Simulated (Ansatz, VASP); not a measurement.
One calculation of K, two programs

The input INCAR:

```
PREC     = Accurate       # precision mode
ENCUT    = 520            # plane-wave cutoff, eV
EDIFF    = 1E-7           # SCF threshold, eV
ISMEAR   = -1             # smearing method
SIGMA    = 0.1            # smearing width, eV
LREAL    = False          # projectors in reciprocal space
LASPH    = True           # aspherical terms in the spheres
NELM     = 100            # most SCF steps
ALGO     = Normal         # electronic algorithm
ISIF     = 2              # what is computed and relaxed
LWAVE    = False          # write WAVECAR
LCHARG   = True           # write CHGCAR
GGA      = RE             # functional
LELF     = True           # ELF
LVHAR    = True         
NBANDS   = 10             # bands
```

KPOINTS

```
regular mesh
0
Gamma
  13 13 13
```

POSCAR

```
K
1.0
    0.0000000000      3.2787249295      3.2787249295
    3.2787249295      0.0000000000      3.2787249295
    3.2787249295      3.2787249295      0.0000000000
K
1
Direct
    0.0000000000      0.0000000000      0.0000000000
```

Input for Ansatz:

```yaml
crystal:
  lattice:
    - [0.0, 3.2787249295, 3.2787249295]
    - [3.2787249295, 0.0, 3.2787249295]
    - [3.2787249295, 3.2787249295, 0.0]
  atoms:
    - { symbol: K, position: [0.0, 0.0, 0.0] }
hamiltonian:
  xc: revpbe
  pseudopotentials:
    kind: paw
    azcp:
      K: "pseudopotentials/K.paw.azcp"
basis:
  ecutwfc: 420
  fft_grid_basis: typed
kpoints:
  mp_grid: { grid: [13, 13, 13], shift: [0, 0, 0] }
magnetization:
  spin_polarized: false
scf:
  occupations: { method: fermi_dirac, width: 0.1 }
output:
  stress: true
```

Alike in both runs: task single point; functional revPBE; k mesh 13 × 13 × 13; occupations fermi-dirac, width 0.1 eV; no spin polarisation.

|  | VASP | Ansatz |
| --- | --- | --- |
| version | VASP 6.6.1 | Ansatz 0.2.0 |
| potentials or method | VASP PAW PBE potentials, release 64 (K_sv), cutoff 520 eV | plane waves (420 eV) with PAW, scalar-relativistic |
| valence electrons in the cell | 9 | 9 |

```tsv
	VASP	Ansatz	Ansatz less VASP
pressure (GPa)	0.5	0.5	+0.01
```

VASP's potentials were made for PBE, not for revPBE. With one functional, cell and mesh, what is left measures potentials, basis and numerics.
